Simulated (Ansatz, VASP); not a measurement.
**SnO in VASP and in Ansatz**

```
CELL_PARAMETERS angstrom
3.77039 0.00000 0.00000
0.00000 3.77039 0.00000
0.00000 0.00000 4.56337
ATOMIC_POSITIONS crystal
Sn 0.03445 0.53445 0.28173
Sn 0.53445 0.03445 0.77521
O 0.00000 0.00000 0.00000
O 0.50000 0.50000 0.00000
```

Change from the starting cell: all Sn atoms moved +0.225 Å, as atom 1 along Cartesian [1 1 1].

Alike in both runs: task single point; functional PBEsol; dispersion D3(BJ); k mesh 12 × 12 × 10; occupations gaussian, width 0.15 eV; no spin polarisation.

```csv
,VASP,Ansatz
version,VASP 6.6.1,Ansatz 0.2.0
potentials or method,"VASP PAW PBE potentials, release 64 (Sn_d, O), cutoff 600 eV","scalar-relativistic, plane waves, PAW"
valence electrons in the cell,40,40
```

```tsv
	VASP	Ansatz	Ansatz less VASP
gap on the k mesh at the Fermi level (eV)	none	none	-
pressure (GPa)	2.6	2.4	-0.21
traceless stress, the component that is largest in VASP (GPa)	1.21	1.20	-0.010
rms of the force components (eV/Å)	0.835	0.815	-0.0200
```

VASP's potentials were made for PBE, not for PBEsol. Atom by atom the forces differ by 0.036 eV/Å (rms over components). A gap of «none» marks a metal or a gap that the smearing closes.
